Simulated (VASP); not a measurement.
Wanted: the native input for a VASP 6.6.1 run.

```
Task                   : single point
Functional             : PBE
Potentials or basis    : VASP PAW PBE potentials, release 64 (Ca_sv, Se)
Cutoff                 : 520 eV
k mesh                 : 6 × 6 × 6
Occupations            : gaussian, width 0.01 eV
Spin                   : no spin polarisation
Dipole correction      : no
Further INCAR settings : ALGO = Normal; EDIFF = 1e-06; NBANDS = 15
```

The structure of CaSe lies in POSCAR:

```
CaSe
1.0
    3.6143519127      0.0000000000      0.0000000000
    0.0000000000      3.6143519127      0.0000000000
    0.0000000000      0.0000000000      3.6143519127
Ca Se
1 1
Direct
    0.0000000000      0.0000000000      0.0000000000
    0.5000000000      0.5000000000      0.5000000000
```

This cell differs from its parent crystal: volume changed by -3%.

The input as run:

INCAR

```
SYSTEM = CaSe
ALGO = Normal
EDIFF = 1E-6
ENCUT = 520
GGA = PE
ISIF = 2
ISMEAR = 0
LASPH = .True.
LCHARG = .False.
LREAL = .False.
LWAVE = .False.
NBANDS = 15
NELM = 60
PREC = Accurate
SIGMA = 0.01
```

KPOINTS

```
k-points
0
Gamma
  6 6 6
  0 0 0
```

Potentials or basis: VASP PAW PBE potentials, release 64 (Ca_sv, Se).

Command:

```sh
$ cat potpaw_PBE.64/Ca_sv/POTCAR potpaw_PBE.64/Se/POTCAR > POTCAR
$ mpirun -np 1 vasp_std > vasp.out
```

Results of the run:

| Property | Result |
| --- | --- |
| Pressure | 1.8 GPa |
| Band gap on the k mesh | 0.73 eV, direct |

Run time: 20 s on 1 thread of Intel(R) Xeon(R) Platinum 8488C (Sapphire Rapids), with other jobs on the host, peak memory 0.16 GiB.
